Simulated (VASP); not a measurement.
# Cu12F in VASP: single point with PBE

Aim: the single point of Cu12F with PBE.

Program: VASP 6.6.1. These are calculated values, not measurements. Logs are shortened: lines on timing, memory, paths and dates and some standing lists are left out, and cuts for length are marked.

### Step 1. The cell of the first run

The cell holds a slab with vacuum, 13 atoms: a = 5.132 Å, b = 5.132 Å, c = 19.028 Å, α = 90.00°, β = 90.00°, γ = 90.00°.

### Step 2. Single point, PBE

Input file INCAR:

```
SYSTEM = Cu12F
PREC     = Accurate       ! precision mode
ENCUT    = 520            ! plane-wave cutoff, eV
EDIFF    = 1E-6           ! SCF threshold, eV
ISMEAR   = 0              ! smearing method
SIGMA    = 0.1            ! smearing width, eV
LREAL    = .False.        ! projectors in reciprocal space
LASPH    = .True.         ! aspherical terms in the spheres
NELM     = 60             ! most SCF steps
ALGO     = Normal         ! electronic algorithm
ISIF     = 2              ! what is computed and relaxed
LWAVE    = .False.        ! write WAVECAR
LCHARG   = .False.        ! write CHGCAR
LDIPOL   = .True.       
IDIPOL   = 3            
DIPOL    = 0.5 0.5 0.316
GGA      = PE             ! functional
NBANDS   = 82             ! bands
```

Input file KPOINTS:

```
regular mesh
0
Gamma
  5 5 1
  0 0 0
```

Input file POSCAR:

```
Cu12F
1.0
    5.1319544646      0.0000000000      0.0000000000
    0.0000000000      5.1319544646      0.0000000000
    0.0000000000      0.0000000000     19.0279312465
Cu F
12 1
Direct
    0.2500000000      0.2500000000      0.2102172826
    0.2500000000      0.7500000000      0.2102172826
    0.7500000000      0.2500000000      0.2102172826
    0.7500000000      0.7500000000      0.2102172826
    0.0000000000      0.0000000000      0.3029241241
    0.0000000000      0.5000000000      0.3029241241
    0.5000000000      0.0000000000      0.3029241241
    0.5000000000      0.5000000000      0.3029241241
    0.2500000000      0.2500000000      0.3956253125
    0.2500000000      0.7500000000      0.3956253125
    0.7500000000      0.2500000000      0.3956253125
    0.7500000000      0.7500000000      0.3956253125
    0.4166666667      0.4166666667      0.4736959585
```

Potentials or basis: VASP PAW PBE potentials, release 64 (Cu, F).

Run with:

```console
$ cat potpaw_PBE.64/Cu/POTCAR potpaw_PBE.64/F/POTCAR > POTCAR
$ mpirun -np 1 vasp_std > vasp.out
```

OUTCAR:

```text
SYSTEM = Cu12F
   PREC = Accurate
   ENCUT = 520
   EDIFF = 1E-6
   ISMEAR = 0
   LREAL = .False.
   LASPH = .True.
   NELM = 60
   ISIF = 2
   GGA = PE

 ion  position               nearest neighbor table
   1  0.250  0.250  0.210-   5 2.53   6 2.53   7 2.53   8 2.53   2 2.57   3 2.57   2 2.57   3 2.57

   2  0.250  0.750  0.210-   5 2.53   6 2.53   7 2.53   8 2.53   1 2.57   4 2.57   1 2.57   4 2.57

   3  0.750  0.250  0.210-   5 2.53   6 2.53   7 2.53   8 2.53   1 2.57   4 2.57   4 2.57   1 2.57
[... 15 lines left out ...]
  11  0.750  0.250  0.396-   5 2.53   6 2.53   7 2.53   8 2.53   9 2.57  12 2.57  12 2.57   9 2.57

  12  0.750  0.750  0.396-   5 2.53   6 2.53   7 2.53   8 2.53  10 2.57  11 2.57  11 2.57  10 2.57

  13  0.417  0.417  0.474-   9 1.92

  LATTYP: Found a simple tetragonal cell.
 ALAT       =     5.1319544646
 C/A-ratio  =     3.7077357911

  Lattice vectors:

 A1 = (   5.1319544646,   0.0000000000,   0.0000000000)
 A2 = (   0.0000000000,   5.1319544646,   0.0000000000)
 A3 = (   0.0000000000,   0.0000000000,  19.0279312465)

Analysis of symmetry for initial positions (statically):
=====================================================================
 Subroutine PRICEL returns:
 Original cell was already a primitive cell.

 Routine SETGRP: Setting up the symmetry group for a
 simple tetragonal supercell.

 Subroutine GETGRP returns: Found  2 space group operations
 (whereof  2 operations were pure point group operations)
 out of a pool of 16 trial point group operations.

The static configuration has the point symmetry C_1h.

Analysis of symmetry for dynamics (positions and initial velocities):
=====================================================================
 Subroutine PRICEL returns:
 Original cell was already a primitive cell.

 Routine SETGRP: Setting up the symmetry group for a
 simple tetragonal supercell.

 Subroutine GETGRP returns: Found  2 space group operations
 (whereof  2 operations were pure point group operations)
 out of a pool of 16 trial point group operations.

The dynamic configuration has the point symmetry C_1h.

 Subroutine INISYM returns: Found  2 space group operations
 (whereof  2 operations are pure point group operations),
 and found     1 'primitive' translations

----------------------------------------------------------------------------------------

[... 119 lines left out ...]
  volume/ion in A,a.u.               =      38.55       260.14
  Fermi-wavevector in a.u.,A,eV,Ry     =   1.067646  2.017559 15.508853  1.139869
  Thomas-Fermi vector in A             =   2.203269
   LORBIT       =      0    0 simple, 1 ext, 2 COOP (PROOUT), +10 PAW based schemes
   GGA     = PE    functional components
   LHFCALC =     F    Hartree Fock is set to
   AEXX    =    0.0000 exact exchange contribution
   IVDW    =     0    specifies the selected vdW correction
   LEPSILON=     F    determine dielectric tensor
   LRPA    =     F    only Hartree local field effects (RPA)
 non-spin polarized calculation
 Gauss-broadening in eV      SIGMA  =   0.10
  energy-cutoff  :      520.00
  volume of cell :      501.14
 maximum number of plane-waves:     13595
 NGX is ok and might be reduce to    40
   NGX = 19   NGY = 19   NGZ = 71

 dipolmoment           0.000000      0.000000     -0.000005 electrons x Angstroem

 number of electron     138.9999784 magnetization

 dipolmoment           0.000000      0.000000      0.184367 electrons x Angstroem

 Free energy of the ion-electron system (eV)
  ---------------------------------------------------
  ext. energy  EPLUGINS =         0.00000000
  ---------------------------------------------------
  free energy    TOTEN  =       -44.47482442 eV

  energy without entropy =      -44.43977086  energy(sigma->0) =      -44.45729764

 E-fermi :  -1.4747     XC(G=0):  -4.7359

 val. band max:       -1.5018229609   @ k =   0.2000   0.0000   0.0000
 cond. band min:      -1.4364896269   @ k =   0.0000   0.0000   0.0000
 fundamental gap:      0.0653333340
 Fermi energy:        -1.4747473663

 k-point     1 :       0.0000    0.0000    0.0000
  band No.  band energies     occupation
      1     -23.8443      2.00000
      2      -9.7449      2.00000
      3      -7.2918      2.00000
      4      -6.4140      2.00000
      5      -6.2310      2.00000
      6      -6.2223      2.00000
[... 745 lines left out ...]
     80       4.4904      0.00000
     81       4.5124      0.00000
 [bands above 81 left out]

------------------------ aborting loop because EDIFF is reached ----------------------------------------

 vacuum level on the upper side and lower side of the slab       (xc-potential included)         0.405        -0.802

  FORCE on cell =-STRESS in cart. coord.  units (eV):
  Direction    XX          YY          ZZ          XY          YZ          ZX
  --------------------------------------------------------------------------------------
  -------------------------------------------------------------------------------------
  Total       -3.3753128     -3.3753128      1.2086750      0.3809498      0.3751360      0.3751364
  in kB      -10.7911430    -10.7911430      3.8642298      1.2179269      1.1993396      1.1993410
  external PRESSURE =      -5.9060187 kB  Pullay stress =       0.0000000 kB

 VOLUME and BASIS-vectors are now :
 -----------------------------------------------------------------------------
  energy-cutoff  :      520.00
  volume of cell :      501.14
      direct lattice vectors                 reciprocal lattice vectors
     5.131954465  0.000000000  0.000000000     0.194857536  0.000000000  0.000000000
     0.000000000  5.131954465  0.000000000     0.000000000  0.194857536  0.000000000
     0.000000000  0.000000000 19.027931246     0.000000000  0.000000000  0.052554321

 POSITION                                       TOTAL-FORCE (eV/Angst)
 -----------------------------------------------------------------------------------
      1.28299      1.28299      4.00000         0.025523      0.025523     -0.062226
      1.28299      3.84897      4.00000         0.015228     -0.026562     -0.076342
      3.84897      1.28299      4.00000        -0.026562      0.015228     -0.076342
      3.84897      3.84897      4.00000        -0.014575     -0.014575     -0.086048
      0.00000      0.00000      5.76402         0.108449      0.108449      0.216711
      0.00000      2.56598      5.76402        -0.051402     -0.066241     -0.018405
      2.56598      0.00000      5.76402        -0.066241     -0.051402     -0.018405
      2.56598      2.56598      5.76402         0.054539      0.054539     -0.273704
      1.28299      1.28299      7.52793        -0.448142     -0.448142     -0.016873
      1.28299      3.84897      7.52793        -0.039852      0.022298      0.194635
      3.84897      1.28299      7.52793         0.022298     -0.039852      0.194635
      3.84897      3.84897      7.52793         0.116819      0.116819     -0.060954
      2.13831      2.13831      9.01345         0.303918      0.303918      0.083317
 -----------------------------------------------------------------------------------
    total drift:                               -0.000857     -0.000857      0.001438

  FREE ENERGIE OF THE ION-ELECTRON SYSTEM (eV)
  ---------------------------------------------------
  free  energy   TOTEN  =       -44.4748244173 eV

  energy  without entropy=      -44.4397708557  energy(sigma->0) =      -44.45729764

 vacuum level on the upper side and lower side of the slab         4.266         3.030
```

OSZICAR:

```text
N       E                     dE             d eps       ncg     rms          rms(c)
DAV:   1     0.131408866842E+04    0.13141E+04   -0.58070E+04  1476   0.193E+03
DAV:   2     0.143534361120E+03   -0.11706E+04   -0.11346E+04  1476   0.436E+02
DAV:   3    -0.277798731663E+02   -0.17131E+03   -0.15806E+03  1968   0.209E+02
DAV:   4    -0.535972353254E+02   -0.25817E+02   -0.24080E+02  2080   0.809E+01
[... 21 lines left out ...]
DAV:  26    -0.444748111117E+02   -0.11554E-04   -0.19034E-06  1024   0.325E-02    0.302E-03
DAV:  27    -0.444748172172E+02   -0.61055E-05   -0.23844E-06  1102   0.201E-02    0.217E-03
DAV:  28    -0.444748204978E+02   -0.32806E-05   -0.81241E-07   954   0.119E-02    0.174E-03
DAV:  29    -0.444748234331E+02   -0.29354E-05   -0.27693E-07   940   0.719E-03    0.974E-04
DAV:  30    -0.444748244173E+02   -0.98418E-06   -0.11665E-07   908   0.422E-03
   1 F= -.44474824E+02 E0= -.44457298E+02  d E =-.350536E-01
```

Run time: 9.9 min. Hardware: 1 thread of AMD EPYC 9R45 (Zen 5), shared host; peak memory 0.61 GiB.

What came out:

- Free energy: -44.4748 eV
- Largest force: 0.634 eV/Å
- Band gap on the k mesh: zero (an odd number of electrons rules out a gap without spin polarisation)

Forces in eV/Å, atoms in the order of the input:
```
Cu   0.026  0.026 -0.062
Cu   0.015 -0.027 -0.076
Cu  -0.027  0.015 -0.076
Cu  -0.015 -0.015 -0.086
Cu   0.108  0.108  0.217
Cu  -0.051 -0.066 -0.018
Cu  -0.066 -0.051 -0.018
Cu   0.055  0.055 -0.274
Cu  -0.448 -0.448 -0.017
Cu  -0.040  0.022  0.195
Cu   0.022 -0.040  0.195
Cu   0.117  0.117 -0.061
F    0.304  0.304  0.083
```

Caveat: an odd number of electrons without spin polarisation forces a metal; a magnetic or distorted state may lie lower.

The gap in the log of VASP goes by the Fermi energy; the results here count the filled bands.